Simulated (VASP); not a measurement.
Crystal: TiW2C3.

```
CELL_PARAMETERS angstrom
3.45337 0.00000 0.00000
-1.72668 2.99070 0.00000
0.00000 0.00000 8.45899
ATOMIC_POSITIONS crystal
Ti 0.00000 0.00000 0.00000
W 0.33333 0.66667 0.33333
W 0.66667 0.33333 0.66667
C 0.33333 0.66667 0.83333
C 0.66667 0.33333 0.16667
C 0.00000 0.00000 0.50000
```

```yaml
Program: VASP 6.6.1
Task: relaxation of cell and atoms
Functional: PBE
Potentials_or_basis: VASP PAW PBE potentials, release 64 (Ti_sv, W_sv, C)
Cutoff: 600 eV
k_mesh: 6 × 6 × 2
Occupations: gaussian, width 0.1 eV
Spin: no spin polarisation
```

At the start: pressure -53.4 GPa; volume 14.56 Å³/atom.

Task: How do energy, volume and symmetry change on relaxing?

Result: Over 14 steps the energy falls by 954.3 meV/atom and the volume is 10.37 Å³/atom (-28.8 %); space group P-3m1 (No. 164, to 0.05 Å).

The path:
```csv
step,energy change (eV),largest force (eV/Å),pressure (GPa),volume (Å³)
1,0.0000,0.9768,-53.41,87.36
2,14.1398,6.6777,404.62,39.24
3,-5.5521,0.5664,-13.71,65.27
4,-5.6556,0.5842,-6.47,63.65
5,-5.6823,0.5986,0.26,62.33
6,-5.6796,0.5937,-2.08,62.77
7,-5.7085,0.2352,-1.83,62.67
8,-5.7153,0.3579,-1.32,62.56
9,-5.7166,0.3001,-1.50,62.60
10,-5.7208,0.0500,3.01,61.67
11,-5.7242,0.1535,1.19,62.03
12,-5.7240,0.1404,-1.09,62.39
13,-5.7260,0.0427,0.06,62.21
14,-5.7261,0.0103,-0.11,62.24
```

Final structure:
```yaml
crystal:
  lattice:
    - [3.05679, 0.00000, 0.00000]
    - [-1.52839, 2.64726, 0.00000]
    - [0.00000, 0.00000, 7.69138]
  atoms:
    - { symbol: Ti, position: [0.00000, 0.00000, 0.00000] }
    - { symbol: W, position: [0.33333, 0.66667, 0.32719] }
    - { symbol: W, position: [0.66667, 0.33333, 0.67281] }
    - { symbol: C, position: [0.33333, 0.66667, 0.83588] }
    - { symbol: C, position: [0.66667, 0.33333, 0.16412] }
    - { symbol: C, position: [0.00000, 0.00000, 0.50000] }
```

Caveat: the k points lie up to 0.41 Å⁻¹ apart in the final cell; the volume moved by over 15 % at a fixed basis, so the end points are rough.
